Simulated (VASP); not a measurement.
Set up this calculation in VASP 6.6.1, as the native input.

```yaml
Task: single point
Functional: PBE
Potentials_or_basis: VASP PAW PBE potentials, release 64 (Co_sv, O)
Cutoff: 700 eV
k_mesh: 11 × 11 × 11
Occupations: gaussian, width 0.011 eV
Spin: collinear spin, ferromagnetic start
Starting_moments: "[2.0, 0.0] μB"
Dipole_correction: no
Further_INCAR_settings: ALGO = Normal; EDIFF = 1e-06; NBANDS = 22
```

The structure of CoO lies in POSCAR:

```
CoO
1.0
    0.0000000000      2.1315000000      2.1315000000
    2.1315000000      0.0000000000      2.1315000000
    2.1315000000      2.1315000000      0.0000000000
Co O
1 1
Direct
    0.0000000000      0.0000000000      0.0000000000
    0.5000000000      0.5000000000      0.5000000000
```

One way to write it, as run:

INCAR

```
PREC = Accurate
ENCUT = 700
EDIFF = 1E-6
ISMEAR = 0
SIGMA = 0.011
LREAL = F
LASPH = T
NELM = 200
ALGO = Normal
ISIF = 2
LWAVE = F
LCHARG = F
ISPIN = 2
MAGMOM = 2 0
LORBIT = 11
LMAXMIX = 4
GGA = PE
NBANDS = 22
GGA_COMPAT = F
```

KPOINTS

```
regular mesh
0
Gamma
  11 11 11
```

Potentials or basis: VASP PAW PBE potentials, release 64 (Co_sv, O).

The run is started by

```console
$ cat potpaw_PBE.64/Co_sv/POTCAR potpaw_PBE.64/O/POTCAR > POTCAR
$ mpirun -np 1 vasp_std > vasp.out
```

It gave:

The pressure is -3.0 GPa and the band gap on the k mesh is zero (filled and empty bands overlap). The net moment is 2.98 μB per cell and the site moments are Co +2.56; O +0.32 μB. The valence electrons inside the program's atomic spheres are Co 14.87; O 4.98.

Caveat: the cell stands under tension; a cell with one magnetic atom can't hold antiferromagnetic order, which such compounds often take; semilocal functionals often make such compounds metallic where correlation or magnetic order opens a gap, which also shifts bond lengths.

It took 55 s on 1 thread of Intel(R) Xeon(R) Platinum 8488C (Sapphire Rapids) (shared host), peak memory 0.2 GiB.
